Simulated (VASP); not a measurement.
# Cs3La (P6_3/mcm) in VASP: single point with PBE

Aim: the single point of Cs3La with PBE.

All numbers are computed with VASP 6.6.1; they aren't measurements. Logs are shortened: lines on timing, memory, paths and dates and some standing lists are left out, and cuts for length are marked.

**1. The cell of the first run**

Symmetry: P6_3/mcm, No. 193, hexagonal system. The conventional cell has a = 12.487 Å, b = 12.487 Å, c = 6.179 Å, α = 90.00°, β = 90.00°, γ = 120.00°. Within 4.1 Å of La (site symmetry -3m) lie 2 La at 3.09 Å.

The cell was generated, and may not be a known phase.

**2. Single point, PBE**

Input file INCAR:

```
  ALGO = Normal
  EDIFF = 1E-7
  ENCUT = 520
  GGA = PE
  ISIF = 2
  ISMEAR = 0
  LASPH = T
  LCHARG = F
  LREAL = F
  LWAVE = F
  NBANDS = 48
  NELM = 100
  PREC = Accurate
  SIGMA = 0.1
```

Input file KPOINTS:

```
k-points
0
Gamma
  6 6 6
```

Input file POSCAR:

```
Cs3La
1.0
   12.4873085732      0.0000000000      0.0000000000
   -6.2436542866     10.8143264493      0.0000000000
    0.0000000000      0.0000000000      6.1793394705
Cs La
6 2
Direct
    0.3398882498      0.0000000000      0.2500000000
    0.3398882498      0.3398882498      0.7500000000
    0.0000000000      0.3398882498      0.2500000000
    0.6601117502      0.0000000000      0.7500000000
    0.6601117502      0.6601117502      0.2500000000
    0.0000000000      0.6601117502      0.7500000000
    0.0000000000      0.0000000000      0.0000000000
    0.0000000000      0.0000000000      0.5000000000
```

Potentials or basis: VASP PAW PBE potentials, release 64 (Cs_sv, La).

Run with:

```console
> cat potpaw_PBE.64/Cs_sv/POTCAR potpaw_PBE.64/La/POTCAR > POTCAR
> mpirun -np 1 vasp_std > vasp.out
```

OUTCAR:

```text
EDIFF = 1E-7
   ENCUT = 520
   GGA = PE
   ISIF = 2
   ISMEAR = 0
   LASPH = T
   LREAL = F
   NELM = 100
   PREC = Accurate

 ion  position               nearest neighbor table
   1  0.340  0.000  0.250-
   2  0.340  0.340  0.750-
   3  0.000  0.340  0.250-
   4  0.660  0.000  0.750-
   5  0.660  0.660  0.250-
   6  0.000  0.660  0.750-
   7  0.000  0.000  0.000-   8 3.09   8 3.09
   8  0.000  0.000  0.500-   7 3.09   7 3.09

  LATTYP: Found a hexagonal cell.
 ALAT       =    12.4873085732
 C/A-ratio  =     0.4948495854

  Lattice vectors:

 A1 = (  12.4873085732,   0.0000000000,   0.0000000000)
 A2 = (  -6.2436542866,  10.8143264493,   0.0000000000)
 A3 = (   0.0000000000,   0.0000000000,   6.1793394705)

Analysis of symmetry for initial positions (statically):
=====================================================================
 Subroutine PRICEL returns:
 Original cell was already a primitive cell.

 Routine SETGRP: Setting up the symmetry group for a
 hexagonal supercell.

 Subroutine GETGRP returns: Found 24 space group operations
 (whereof 12 operations were pure point group operations)
 out of a pool of 24 trial point group operations.

The static configuration has the point symmetry D_3d.
 The point group associated with its full space group is D_6h.

Analysis of symmetry for dynamics (positions and initial velocities):
=====================================================================
 Subroutine PRICEL returns:
 Original cell was already a primitive cell.

 Routine SETGRP: Setting up the symmetry group for a
 hexagonal supercell.

 Subroutine GETGRP returns: Found 24 space group operations
 (whereof 12 operations were pure point group operations)
 out of a pool of 24 trial point group operations.

The dynamic configuration has the point symmetry D_3d.
 The point group associated with its full space group is D_6h.

 Subroutine INISYM returns: Found 24 space group operations
 (whereof 12 operations are pure point group operations),
 and found     1 'primitive' translations

----------------------------------------------------------------------------------------

                                     Primitive cell

  volume of cell :     834.4693

  direct lattice vectors                    reciprocal lattice vectors
    12.487308573  0.000000000  0.000000000     0.080081308  0.046234965  0.000000000
    -6.243654287 10.814326449  0.000000000     0.000000000  0.092469929  0.000000000
     0.000000000  0.000000000  6.179339471     0.000000000  0.000000000  0.161829594

  length of vectors
    12.487308573 12.487308573  6.179339471     0.092469929  0.092469929  0.161829594

  position of ions in fractional coordinates (direct lattice)
     0.339888250  0.000000000  0.250000000
     0.339888250  0.339888250  0.750000000
     0.000000000  0.339888250  0.250000000
     0.660111750  0.000000000  0.750000000
     0.660111750  0.660111750  0.250000000
     0.000000000  0.660111750  0.750000000
     0.000000000  0.000000000  0.000000000
     0.000000000  0.000000000  0.500000000

  ion indices of the primitive-cell ions
   primitive index   ion index
                 1           1
                 2           2
                 3           3
                 4           4
                 5           5
                 6           6
                 7           7
                 8           8

----------------------------------------------------------------------------------------

 KPOINTS: k-points

Automatic generation of k-mesh.
 Grid dimensions read from file:
 generate k-points for:    6    6    6

 Generating k-lattice:

  Cartesian coordinates                     Fractional coordinates (reciprocal lattice)
     0.013346885  0.007705827  0.000000000     0.166666667  0.000000000  0.000000000
     0.000000000  0.015411655  0.000000000     0.000000000  0.166666667  0.000000000
     0.000000000  0.000000000  0.026971599     0.000000000  0.000000000  0.166666667

  Length of vectors
     0.015411655  0.015411655  0.026971599

  Shift w.r.t. Gamma in fractional coordinates (k-lattice)
     0.000000000  0.000000000  0.000000000

 Subroutine IBZKPT returns following result:
 ===========================================

 Found     28 irreducible k-points:

 Following reciprocal coordinates:
            Coordinates               Weight
  0.000000  0.000000  0.000000      1.000000
  0.166667  0.000000  0.000000      6.000000
  0.333333  0.000000  0.000000      6.000000
  0.500000  0.000000  0.000000      3.000000
  0.166667  0.166667  0.000000      6.000000
  0.333333  0.166667  0.000000     12.000000
[... 16 lines left out ...]
  0.166667  0.000000  0.500000      6.000000
  0.333333  0.000000  0.500000      6.000000
 [... further k-points ...]
   k-points           NKPTS =     28   k-points in BZ     NKDIM =     28   number of bands    NBANDS=     48
   number of dos      NEDOS =    301   number of ions     NIONS =      8
   total plane-waves  NPLWV = 442368
   dimension x,y,z NGX =    96 NGY =   96 NGZ =   48
   dimension x,y,z NGXF=   192 NGYF=  192 NGZF=   96
   ions per type =               6   2
   NGX,Y,Z   is equivalent  to a cutoff of  12.78, 12.78, 12.91 a.u.
   NGXF,Y,Z  is equivalent  to a cutoff of  25.56, 25.56, 25.83 a.u.
 SYSTEM =  unknown system
   PREC   = accura    normal or accurate (medium, high low for compatibility)
   ISTART =      0    job   : 0-new  1-cont  2-samecut
   ICHARG =      2    charge: 1-file 2-atom 10-const
   ISPIN  =      1    spin polarized calculation?
   LNONCOLLINEAR =      F non collinear calculations
   LSORBIT =      F    spin-orbit coupling
   LASPH  =      T    aspherical Exc in radial PAW
   ENCUT  =  520.0 eV  38.22 Ry    6.18 a.u.  23.22 23.22 11.49*2*pi/ulx,y,z
   NELM   =    100;   NELMIN=  2; NELMDL= -5     # of ELM steps
   EDIFF  = 0.1E-06   stopping-criterion for ELM
   LREAL  =      F    real-space projection
   EDIFFG = 0.1E-05   stopping-criterion for IOM
   NSW    =      0    number of steps for IOM
   IBRION =     -1    ionic relax: 0-MD 1-quasi-New 2-CG
   NFREE  =      0    steps in history (QN), initial steepest desc. (CG)
   ISIF   =      2    stress and relaxation
   ISYM   =      2    0-nonsym 1-usesym 2-fastsym
   POTIM  = 0.5000    time-step for ionic-motion
   TEBEG  =    0.0;   TEEND  =   0.0 temperature during run
   PSTRESS=    0.0 pullay stress
   NELECT =      76.0000    total number of electrons
   NUPDOWN=      -1.0000    fix difference up-down
   EMIN   =  10.00;   EMAX   =-10.00  energy-range for DOS
   EFERMI =   0.00;   METHOD = LEGACY
   ISMEAR =     0;   SIGMA  =   0.10  broadening in eV -4-tet -1-fermi 0-gaus
   EFERMI_NEDOS =   21; number of points for ismear=-14 and -15
   IALGO  =     38    algorithm
   IMIX   =      4    mixing-type and parameters
     AMIX     =   0.40;   BMIX     =  1.00
     AMIX_MAG =   1.60;   BMIX_MAG =  1.00
  volume/ion in A,a.u.               =     104.31       703.91
  Fermi-wavevector in a.u.,A,eV,Ry     =   0.736562  1.391900  7.381479  0.542523
  Thomas-Fermi vector in A             =   1.830031
   LORBIT       =      0    0 simple, 1 ext, 2 COOP (PROOUT), +10 PAW based schemes
   GGA     = PE    functional components
   LHFCALC =     F    Hartree Fock is set to
   AEXX    =    0.0000 exact exchange contribution
   IVDW    =     0    specifies the selected vdW correction
   LEPSILON=     F    determine dielectric tensor
   LRPA    =     F    only Hartree local field effects (RPA)
 non-spin polarized calculation
 Gauss-broadening in eV      SIGMA  =   0.10
  energy-cutoff  :      520.00
  volume of cell :      834.47
 maximum number of plane-waves:     22529
 NGX is ok and might be reduce to    96
   NGX = 47   NGY = 47   NGZ = 23

 number of electron      76.0000000 magnetization

 Free energy of the ion-electron system (eV)
  ---------------------------------------------------
  ext. energy  EPLUGINS =         0.00000000
  ---------------------------------------------------
  free energy    TOTEN  =       -11.74609975 eV

  energy without entropy =      -11.64899557  energy(sigma->0) =      -11.69754766

 E-fermi :   0.8006     XC(G=0):  -5.5296

 val. band max:        0.8004180184   @ k =   0.5000   0.0000   0.0000
 cond. band min:       0.8037011955   @ k =   0.1667   0.1667   0.3333
 fundamental gap:      0.0032831772
 Fermi energy:         0.8005752282

 k-point     1 :       0.0000    0.0000    0.0000
  band No.  band energies     occupation
      1     -32.4803      2.00000
      2     -32.0286      2.00000
      3     -22.8920      2.00000
      4     -22.8868      2.00000
      5     -22.8868      2.00000
      6     -22.8842      2.00000
[... 40 lines left out ...]
     47       2.0479      0.00000
     48       2.1443      0.00000

 k-point     2 :       0.1667    0.0000    0.0000
  band No.  band energies     occupation
      1     -32.4803      2.00000
      2     -32.0286      2.00000
      3     -22.8917      2.00000
      4     -22.8874      2.00000
      5     -22.8871      2.00000
      6     -22.8838      2.00000
[... 40 lines left out ...]
     47       2.0509      0.00000
     48       2.0905      0.00000

 k-point     3 :       0.3333    0.0000    0.0000
  band No.  band energies     occupation
      1     -32.4803      2.00000
      2     -32.0286      2.00000
      3     -22.8911      2.00000
      4     -22.8886      2.00000
      5     -22.8877      2.00000
      6     -22.8833      2.00000
[... 40 lines left out ...]
     47       2.0570      0.00000
     48       2.1035      0.00000

 k-point     4 :       0.5000    0.0000    0.0000
  band No.  band energies     occupation
      1     -32.4803      2.00000
      2     -32.0286      2.00000
      3     -22.8903      2.00000
      4     -22.8896      2.00000
      5     -22.8879      2.00000
      6     -22.8831      2.00000
[... 958 lines left out ...]
     47       1.8784      0.00000
     48       1.8784      0.00000

 k-point    23 :       0.1667    0.0000    0.5000
  band No.  band energies     occupation
      1     -32.2630      2.00000
      2     -32.2630      2.00000
      3     -22.8852      2.00000
      4     -22.8852      2.00000
      5     -22.8852      2.00000
      6     -22.8852      2.00000
[... 40 lines left out ...]
     47       1.8924      0.00000
     48       1.8927      0.00000

 k-point    24 :       0.3333    0.0000    0.5000
  band No.  band energies     occupation
      1     -32.2629      2.00000
      2     -32.2629      2.00000
      3     -22.8852      2.00000
      4     -22.8852      2.00000
      5     -22.8852      2.00000
      6     -22.8852      2.00000
[... 40 lines left out ...]
     47       1.9006      0.00000
     48       1.9006      0.00000

 [... further k-points ...]
[... 5 lines left out ...]
  --------------------------------------------------------------------------------------
  -------------------------------------------------------------------------------------
  Total        0.0319626      0.0319626     -0.0073812      0.0000000      0.0000000      0.0000000
  in kB        0.0613681      0.0613681     -0.0141718      0.0000000      0.0000000      0.0000000
  external PRESSURE =       0.0361881 kB  Pullay stress =       0.0000000 kB

 VOLUME and BASIS-vectors are now :
 -----------------------------------------------------------------------------
  energy-cutoff  :      520.00
  volume of cell :      834.47
      direct lattice vectors                 reciprocal lattice vectors
    12.487308573  0.000000000  0.000000000     0.080081308  0.046234965  0.000000000
    -6.243654287 10.814326449  0.000000000     0.000000000  0.092469929  0.000000000
     0.000000000  0.000000000  6.179339471     0.000000000  0.000000000  0.161829594

 POSITION                                       TOTAL-FORCE (eV/Angst)
 -----------------------------------------------------------------------------------
      4.24429      0.00000      1.54483         0.002013      0.000000      0.000000
      2.12214      3.67566      4.63450         0.001006      0.001743     -0.000000
     -2.12214      3.67566      1.54483        -0.001006      0.001743      0.000000
      8.24302      0.00000      4.63450        -0.002013      0.000000     -0.000000
      4.12151      7.13866      1.54483        -0.001006     -0.001743     -0.000000
     -4.12151      7.13866      4.63450         0.001006     -0.001743      0.000000
      0.00000      0.00000      0.00000        -0.000000      0.000000      0.000000
      0.00000      0.00000      3.08967        -0.000000      0.000000      0.000000
 -----------------------------------------------------------------------------------
    total drift:                               -0.000000      0.000000      0.000000

  FREE ENERGIE OF THE ION-ELECTRON SYSTEM (eV)
  ---------------------------------------------------
  free  energy   TOTEN  =       -11.7460997460 eV

  energy  without entropy=      -11.6489955694  energy(sigma->0) =      -11.69754766
```

It took 46 min on 1 thread of Intel Xeon 6975P-C (Granite Rapids), shared host; peak memory 1.5 GiB.

Results:

```yaml
Free_energy: -11.7461 eV
Pressure: 0.0 GPa
Band_gap_on_the_k_mesh: zero (bands 38 and 39 overlap by 0.43 eV)
```

Forces in eV/Å, atoms in the order of the input:
```
Cs   0.002  0.000  0.000
Cs   0.001  0.002  0.000
Cs  -0.001  0.002  0.000
Cs  -0.002  0.000  0.000
Cs  -0.001 -0.002  0.000
Cs   0.001 -0.002  0.000
La   0.000  0.000  0.000
La   0.000  0.000  0.000
```

Caveat: spin-orbit coupling is left out, which moves the levels of the heavy elements.
